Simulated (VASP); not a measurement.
# HfC in VASP: a series of runs

The runs below take HfC through single point, with r2SCAN, PBE, PBE+U.

Everything below comes from runs of VASP 6.6.1. Logs are shortened: lines on timing, memory, paths and dates and some standing lists are left out, and cuts for length are marked.

**1. The cell of the first run**

The structure is cubic, space group Fm-3m (No. 225). Conventional cell: a = 4.650 Å, b = 4.650 Å, c = 4.650 Å, α = 90.00°, β = 90.00°, γ = 90.00°. Hf (site symmetry m-3m) has 6 C at 2.33 Å within 3.1 Å. C (site symmetry m-3m) has 6 Hf at 2.33 Å within 3.1 Å.

**2. Single point, r2SCAN**

The input, POSCAR:

```
HfC
1.0
    0.0000000000      2.3250000000      2.3250000000
    2.3250000000      0.0000000000      2.3250000000
    2.3250000000      2.3250000000      0.0000000000
Hf C
1 1
Direct
    0.5000000000      0.5000000000      0.5000000000
    0.0000000000      0.0000000000      0.0000000000
```

The input, INCAR.step1:

```
PREC = Accurate
ENCUT = 520
ISMEAR = 0
SIGMA = 0.1
LREAL = F
LASPH = T
NELM = 60
NBANDS = 14
GGA = PE
ALGO = Normal
EDIFF = 1E-4
LWAVE = T
LCHARG = F
```

The input, INCAR.step2:

```
PREC = Accurate
ENCUT = 520
EDIFF = 1E-6
ISMEAR = 0
SIGMA = 0.1
LREAL = F
LASPH = T
NELM = 60
ALGO = Normal
ISIF = 2
LWAVE = F
LCHARG = T
METAGGA = R2SCAN
LMIXTAU = T
LELF = T
LVHAR = T
NBANDS = 14
ISTART = 1
```

The input, KPOINTS:

```
regular mesh
0
Gamma
  8 8 8
```

Potentials or basis: VASP PAW PBE potentials, release 64 (Hf_pv, C).

On the command line:

```sh
$ cat potpaw_PBE.64/Hf_pv/POTCAR potpaw_PBE.64/C/POTCAR > POTCAR
$ cp INCAR.step1 INCAR
$ mpirun -np 1 vasp_std > vasp.out
$ cp INCAR.step2 INCAR
$ mpirun -np 1 vasp_std > vasp.out
```

OUTCAR:

```text
PREC = Accurate
   ENCUT = 520
   EDIFF = 1E-6
   ISMEAR = 0
   LREAL = F
   LASPH = T
   NELM = 60
   ISIF = 2
   METAGGA = R2SCAN
   ISTART = 1

 ion  position               nearest neighbor table
   1  0.500  0.500  0.500-   2 2.33   2 2.33   2 2.33   2 2.33   2 2.33   2 2.33
   2  0.000  0.000  0.000-   1 2.33   1 2.33   1 2.33   1 2.33   1 2.33   1 2.33

  LATTYP: Found a face centered cubic cell.
 ALAT       =     4.6500000000

  Lattice vectors:

 A1 = (   0.0000000000,   2.3250000000,   2.3250000000)
 A2 = (   2.3250000000,   0.0000000000,   2.3250000000)
 A3 = (   2.3250000000,   2.3250000000,   0.0000000000)

Analysis of symmetry for initial positions (statically):
=====================================================================
 Subroutine PRICEL returns:
 Original cell was already a primitive cell.

 Routine SETGRP: Setting up the symmetry group for a
 face centered cubic supercell.

 Subroutine GETGRP returns: Found 48 space group operations
 (whereof 48 operations were pure point group operations)
 out of a pool of 48 trial point group operations.

The static configuration has the point symmetry O_h .

Analysis of symmetry for dynamics (positions and initial velocities):
=====================================================================
 Subroutine PRICEL returns:
 Original cell was already a primitive cell.

 Routine SETGRP: Setting up the symmetry group for a
 face centered cubic supercell.

 Subroutine GETGRP returns: Found 48 space group operations
 (whereof 48 operations were pure point group operations)
 out of a pool of 48 trial point group operations.

The dynamic configuration has the point symmetry O_h .

 Subroutine INISYM returns: Found 48 space group operations
 (whereof 48 operations are pure point group operations),
 and found     1 'primitive' translations

----------------------------------------------------------------------------------------

                                     Primitive cell

  volume of cell :      25.1362

  direct lattice vectors                    reciprocal lattice vectors
     0.000000000  2.325000000  2.325000000    -0.215053763  0.215053763  0.215053763
     2.325000000  0.000000000  2.325000000     0.215053763 -0.215053763  0.215053763
     2.325000000  2.325000000  0.000000000     0.215053763  0.215053763 -0.215053763

  length of vectors
     3.288046533  3.288046533  3.288046533     0.372484045  0.372484045  0.372484045

  position of ions in fractional coordinates (direct lattice)
     0.500000000  0.500000000  0.500000000
     0.000000000  0.000000000  0.000000000

  ion indices of the primitive-cell ions
   primitive index   ion index
                 1           1
                 2           2

----------------------------------------------------------------------------------------

 KPOINTS: regular mesh

Automatic generation of k-mesh.
 Grid dimensions read from file:
 generate k-points for:    8    8    8

 Generating k-lattice:

  Cartesian coordinates                     Fractional coordinates (reciprocal lattice)
    -0.026881720  0.026881720  0.026881720     0.125000000  0.000000000  0.000000000
     0.026881720 -0.026881720  0.026881720     0.000000000  0.125000000  0.000000000
     0.026881720  0.026881720 -0.026881720     0.000000000  0.000000000  0.125000000

  Length of vectors
     0.046560506  0.046560506  0.046560506

  Shift w.r.t. Gamma in fractional coordinates (k-lattice)
     0.000000000  0.000000000  0.000000000

 Subroutine IBZKPT returns following result:
 ===========================================

 Found     29 irreducible k-points:

 Following reciprocal coordinates:
            Coordinates               Weight
  0.000000  0.000000  0.000000      1.000000
  0.125000  0.000000  0.000000      8.000000
  0.250000  0.000000  0.000000      8.000000
  0.375000  0.000000  0.000000      8.000000
  0.500000  0.000000  0.000000      4.000000
  0.125000  0.125000  0.000000      6.000000
[... 16 lines left out ...]
  0.500000  0.250000  0.125000     48.000000
 -0.375000  0.250000  0.125000     24.000000
 [... further k-points ...]
   k-points           NKPTS =     29   k-points in BZ     NKDIM =     29   number of bands    NBANDS=     14
   number of dos      NEDOS =    301   number of ions     NIONS =      2
   total plane-waves  NPLWV =  13824
   dimension x,y,z NGX =    24 NGY =   24 NGZ =   24
   dimension x,y,z NGXF=    48 NGYF=   48 NGZF=   48
   ions per type =               1   1
   NGX,Y,Z   is equivalent  to a cutoff of  12.13, 12.13, 12.13 a.u.
   NGXF,Y,Z  is equivalent  to a cutoff of  24.27, 24.27, 24.27 a.u.
 SYSTEM =  unknown system
   PREC   = accura    normal or accurate (medium, high low for compatibility)
   ISTART =      1    job   : 0-new  1-cont  2-samecut
   ICHARG =      0    charge: 1-file 2-atom 10-const
   ISPIN  =      1    spin polarized calculation?
   LNONCOLLINEAR =      F non collinear calculations
   LSORBIT =      F    spin-orbit coupling
   LASPH  =      T    aspherical Exc in radial PAW
   ENCUT  =  520.0 eV  38.22 Ry    6.18 a.u.   6.11  6.11  6.11*2*pi/ulx,y,z
   NELM   =     60;   NELMIN=  2; NELMDL=  0     # of ELM steps
   EDIFF  = 0.1E-05   stopping-criterion for ELM
   LREAL  =      F    real-space projection
   EDIFFG = 0.1E-04   stopping-criterion for IOM
   NSW    =      0    number of steps for IOM
   IBRION =     -1    ionic relax: 0-MD 1-quasi-New 2-CG
   NFREE  =      0    steps in history (QN), initial steepest desc. (CG)
   ISIF   =      2    stress and relaxation
   ISYM   =      2    0-nonsym 1-usesym 2-fastsym
   POTIM  = 0.5000    time-step for ionic-motion
   TEBEG  =    0.0;   TEEND  =   0.0 temperature during run
   PSTRESS=    0.0 pullay stress
   NELECT =      14.0000    total number of electrons
   NUPDOWN=      -1.0000    fix difference up-down
   EMIN   =  10.00;   EMAX   =-10.00  energy-range for DOS
   EFERMI =   0.00;   METHOD = LEGACY
   ISMEAR =     0;   SIGMA  =   0.10  broadening in eV -4-tet -1-fermi 0-gaus
   EFERMI_NEDOS =   21; number of points for ismear=-14 and -15
   IALGO  =     38    algorithm
   IMIX   =      4    mixing-type and parameters
     AMIX     =   0.40;   BMIX     =  1.00
     AMIX_MAG =   1.60;   BMIX_MAG =  1.00
  volume/ion in A,a.u.               =      12.57        84.81
  Fermi-wavevector in a.u.,A,eV,Ry     =   1.346949  2.545365 24.684672  1.814272
  Thomas-Fermi vector in A             =   2.474740
   LORBIT       =      0    0 simple, 1 ext, 2 COOP (PROOUT), +10 PAW based schemes
   METAGGA = R2SCAN    functional components
   LHFCALC =     F    Hartree Fock is set to
   AEXX    =    0.0000 exact exchange contribution
   IVDW    =     0    specifies the selected vdW correction
   LEPSILON=     F    determine dielectric tensor
   LRPA    =     F    only Hartree local field effects (RPA)
 non-spin polarized calculation
 Gauss-broadening in eV      SIGMA  =   0.10
  energy-cutoff  :      520.00
  volume of cell :       25.14
 maximum number of plane-waves:       700
   NGX = 13   NGY = 13   NGZ = 13

 number of electron      14.0000000 magnetization

 Free energy of the ion-electron system (eV)
  ---------------------------------------------------
  ext. energy  EPLUGINS =         0.00000000
  ---------------------------------------------------
  free energy    TOTEN  =       -57.33697087 eV

  energy without entropy =      -57.33607455  energy(sigma->0) =      -57.33652271

 E-fermi :   5.7881     XC(G=0): -13.1031

 val. band max:        5.7157318239   @ k =   0.5000   0.5000   0.0000
 cond. band min:       5.8882248111   @ k =   0.1250   0.1250   0.0000
 fundamental gap:      0.1724929872
 Fermi energy:         5.7880623364

 k-point     1 :       0.0000    0.0000    0.0000
  band No.  band energies     occupation
      1     -24.8573      2.00000
      2     -24.8573      2.00000
      3     -24.8573      2.00000
      4      -7.1416      2.00000
      5       6.8976      0.00000
      6       6.8976      0.00000
      7       6.8976      0.00000
      8       7.5296      0.00000
      9       7.5296      0.00000
     10       7.5296      0.00000
     11       9.4366      0.00000
     12       9.4366      0.00000
     13      13.3575      0.00000
     14      17.6557      0.00000

 k-point     2 :       0.1250    0.0000    0.0000
  band No.  band energies     occupation
      1     -24.9640      2.00000
      2     -24.8671      2.00000
      3     -24.8671      2.00000
      4      -6.7489      2.00000
      5       5.0794      2.00000
      6       5.5507      1.99921
      7       5.5507      1.99921
      8       8.0854      0.00000
      9       8.0854      0.00000
     10       8.4371      0.00000
     11      11.0663      0.00000
     12      11.0663      0.00000
     13      14.2082      0.00000
     14      18.6425      0.00000

 k-point     3 :       0.2500    0.0000    0.0000
  band No.  band energies     occupation
      1     -25.2124      2.00000
      2     -24.8906      2.00000
      3     -24.8906      2.00000
      4      -5.6920      2.00000
      5       2.7432      2.00000
      6       4.0426      2.00000
      7       4.0426      2.00000
      8       9.1797      0.00000
      9       9.2166      0.00000
     10       9.2166      0.00000
     11      13.7810      0.00000
     12      13.7810      0.00000
     13      15.6062      0.00000
     14      18.6421      0.00000
[... 324 lines left out ...]
 k-point    23 :       0.5000    0.2500    0.1250
  band No.  band energies     occupation
      1     -25.3850      2.00000
      2     -25.0836      2.00000
      3     -24.9623      2.00000
      4      -4.3706      2.00000
      5       1.0876      2.00000
      6       3.1608      2.00000
      7       3.5189      2.00000
      8       8.7716      0.00000
      9      11.6379      0.00000
     10      11.9771      0.00000
     11      13.5670      0.00000
     12      15.7200      0.00000
     13      18.1475      0.00000
     14      18.6404      0.00000

 k-point    24 :      -0.3750    0.2500    0.1250
  band No.  band energies     occupation
      1     -25.4390      2.00000
      2     -25.1007      2.00000
      3     -24.9831      2.00000
      4      -4.0019      2.00000
      5       0.7546      2.00000
      6       2.9779      2.00000
      7       3.2521      2.00000
      8      10.0915      0.00000
      9      10.4515      0.00000
     10      12.2923      0.00000
     11      15.1853      0.00000
     12      15.8587      0.00000
     13      17.4079      0.00000
     14      18.6410      0.00000

 [... further k-points ...]

------------------------ aborting loop because EDIFF is reached ----------------------------------------

  FORCE on cell =-STRESS in cart. coord.  units (eV):
  Direction    XX          YY          ZZ          XY          YZ          ZX
  --------------------------------------------------------------------------------------
  -------------------------------------------------------------------------------------
  Total       -0.3986178     -0.3986178     -0.3986178     -0.0000000      0.0000000      0.0000000
  in kB      -25.4078780    -25.4078780    -25.4078780     -0.0000000      0.0000000      0.0000000
  external PRESSURE =     -25.4078780 kB  Pullay stress =       0.0000000 kB

 VOLUME and BASIS-vectors are now :
 -----------------------------------------------------------------------------
  energy-cutoff  :      520.00
  volume of cell :       25.14
      direct lattice vectors                 reciprocal lattice vectors
     0.000000000  2.325000000  2.325000000    -0.215053763  0.215053763  0.215053763
     2.325000000  0.000000000  2.325000000     0.215053763 -0.215053763  0.215053763
     2.325000000  2.325000000  0.000000000     0.215053763  0.215053763 -0.215053763

 POSITION                                       TOTAL-FORCE (eV/Angst)
 -----------------------------------------------------------------------------------
      2.32500      2.32500      2.32500         0.000000      0.000000      0.000000
      0.00000      0.00000      0.00000        -0.000000     -0.000000     -0.000000
 -----------------------------------------------------------------------------------
    total drift:                                0.000000     -0.000000      0.000000

  FREE ENERGIE OF THE ION-ELECTRON SYSTEM (eV)
  ---------------------------------------------------
  free  energy   TOTEN  =       -57.3369708669 eV

  energy  without entropy=      -57.3360745469  energy(sigma->0) =      -57.33652271
```

Wall time 58 s (1 thread of AMD EPYC 9R45 (Zen 5), shared host); peak memory 0.12 GiB.

Results:

```
Free energy            : -57.3370 eV
Pressure               : -2.5 GPa
Band gap on the k mesh : zero (band 7 reaches 6.90 eV, above the bottom of band 8 at 5.55 eV)
```

Levels at points of the mesh, in eV from the Fermi level:
| k point | band 5 | band 6 | band 7 | band 8 | band 9 | band 10 |
| --- | --- | --- | --- | --- | --- | --- |
| (0.00, 0.00, 0.00) | 1.11 | 1.11 | 1.11 | 1.74 | 1.74 | 1.74 |
| (0.50, 0.00, 0.00) | -6.21 | -3.04 | -3.04 | 5.76 | 5.76 | 6.30 |
| (0.50, 0.50, 0.00) | -2.70 | -1.51 | -0.07 | -0.07 | 5.57 | 7.18 |

Caveat: the PAW data sets were made with another functional, which shifts forces and pressure a little; spin-orbit coupling is left out, which moves the levels of the heavy elements.

**3. Single point, PBE**

The input, INCAR:

```
SYSTEM = HfC
PREC = Accurate ; ENCUT = 520
EDIFF = 1E-6 ; ISMEAR = 1
SIGMA = 0.05 ; LREAL = .False.
LASPH = .True. ; NELM = 80
ALGO = Normal ; ISIF = 2
LWAVE = .False. ; LCHARG = .True.
GGA = PE ; LELF = .True.
LVHAR = .True. ; NBANDS = 14
```

The input, KPOINTS:

```
regular mesh
0
Gamma
  7 7 7
  0 0 0
```

The input, POSCAR:

```
HfC
1.0
    0.0000000000      2.3250000000      2.3250000000
    2.3250000000      0.0000000000      2.3250000000
    2.3250000000      2.3250000000      0.0000000000
Hf C
1 1
Direct
    0.4887240000      0.5083250000      0.4884190000
   -0.0098520000      0.0191000000     -0.0063350000
```

Potentials or basis: VASP PAW PBE potentials, release 64 (Hf_pv, C).

On the command line:

```sh
$ cat potpaw_PBE.64/Hf_pv/POTCAR potpaw_PBE.64/C/POTCAR > POTCAR
$ mpirun -np 1 vasp_std > vasp.out
```

It took 43 s on 1 thread of AMD EPYC 9R45 (Zen 5), shared host; peak memory 0.15 GiB.

Results (log left out):

```yaml
Free_energy: -21.0268 eV
Pressure: -0.3 GPa
Largest_force: 0.349 eV/Å
Band_gap_on_the_k_mesh: zero (band 7 reaches 6.89 eV, above the bottom of band 8 at 5.60 eV)
```

Forces on the atoms (eV/Å):
```
Hf   0.258  0.116  0.204
C   -0.258 -0.116 -0.204
```

Stress tensor (GPa, compression positive):
```
-0.11 -0.14 -0.22
-0.14 -0.45 -0.10
-0.22 -0.10 -0.23
```

Levels at points of the mesh, in eV from the Fermi level:
```tsv
k point	band 3	band 4	band 5	band 6	band 7	band 8	band 9	band 10	band 11	band 12
(0.00, 0.00, 0.00)	-29.43	-12.17	0.94	1.00	1.08	1.55	1.65	1.74	3.55	3.59
```

Caveat: spin-orbit coupling is left out, which moves the levels of the heavy elements.

**4. Single point, PBE+U**

The input, INCAR:

```
PREC = Accurate
ENCUT = 520
EDIFF = 1E-7
ISMEAR = 1
SIGMA = 0.1
LREAL = False
LASPH = True
NELM = 150
ALGO = Normal
ISIF = 2
LWAVE = False
LCHARG = False
LMAXMIX = 4
LDAU = True
LDAUTYPE = 2
LDAUL = 2 -1
LDAUU = 3.5 0
LDAUJ = 0 0
LDAUPRINT = 1
GGA = PE
NBANDS = 14
```

The input, KPOINTS:

```
regular mesh
0
Gamma
  7 7 7
```

POSCAR is that of step 3.

On the command line:

```sh
$ cat potpaw_PBE.64/Hf_pv/POTCAR potpaw_PBE.64/C/POTCAR > POTCAR
$ mpirun -np 1 vasp_std > vasp.out
```

It took 62 s on 1 thread of AMD EPYC 9R45 (Zen 5), shared host; peak memory 0.16 GiB.

The run converged. Its results:

```yaml
Free_energy: -18.6985 eV
Pressure: 12.4 GPa
Largest_force: 0.533 eV/Å
Band_gap_on_the_k_mesh: zero (band 7 reaches 7.21 eV, above the bottom of band 8 at 6.08 eV)
```

Forces on the atoms (eV/Å):
```
Hf   0.401  0.171  0.307
C   -0.401 -0.171 -0.307
```

Stress tensor (GPa, compression positive):
```
12.63 -0.02 -0.06
-0.02 12.27 -0.01
-0.06 -0.01 12.42
```

Levels at points of the mesh, in eV from the Fermi level:
| k point | band 5 | band 6 | band 7 | band 8 | band 9 | band 10 |
| --- | --- | --- | --- | --- | --- | --- |
| (0.00, 0.00, 0.00) | 0.93 | 0.96 | 0.98 | 2.01 | 2.06 | 2.11 |

Eigenvalues of the final occupation matrices:
| site | spin | trace | eigenvalues |
| --- | --- | --- | --- |
| site 1 d | 1 | 0.78 | 0.11 0.11 0.11 0.23 0.23 |
| site 1 d | 2 | 0.78 | 0.11 0.11 0.11 0.23 0.23 |

Caveat: spin-orbit coupling is left out, which moves the levels of the heavy elements; U without spin polarisation on a metal has little footing; the U is typed as a test and isn't derived for this compound.

**5. Summary**

```tsv
level	U	k mesh	smearing	gap on the mesh (eV)	pressure (GPa)	largest force (eV/Å)
r2SCAN	-	8 × 8 × 8	gaussian 0.1 eV	none	-2.5	-
PBE	-	7 × 7 × 7	methfessel-paxton 0.05 eV	none	-0.3	0.35
PBE+U	Hf d U = 3.5 eV	7 × 7 × 7	methfessel-paxton 0.1 eV	none	12.4	0.53
```

Some of these runs hold the atoms at other places in the same cell, which the table doesn't show; runs alike in all that it shows share one row.

Alike in all rows: task single point; potentials or basis VASP PAW PBE potentials, release 64 (Hf_pv, C); no spin polarisation; cell as given; cutoff (eV) 520.

Every run on the cell as given and a fine mesh finds a metal. The pressure there spans -2.5 GPa (r2SCAN) to 12.4 GPa (PBE+U); a positive pressure means that this level wants a larger cell, a negative one a smaller.

Caveats: spin-orbit coupling is left out, which moves the levels of the heavy elements; the PAW data sets were made with another functional, which shifts forces and pressure a little (some runs); U without spin polarisation on a metal has little footing (some runs); the U is typed as a test and isn't derived for this compound (some runs).

Absolute energies hang on the potentials; compare differences alone.
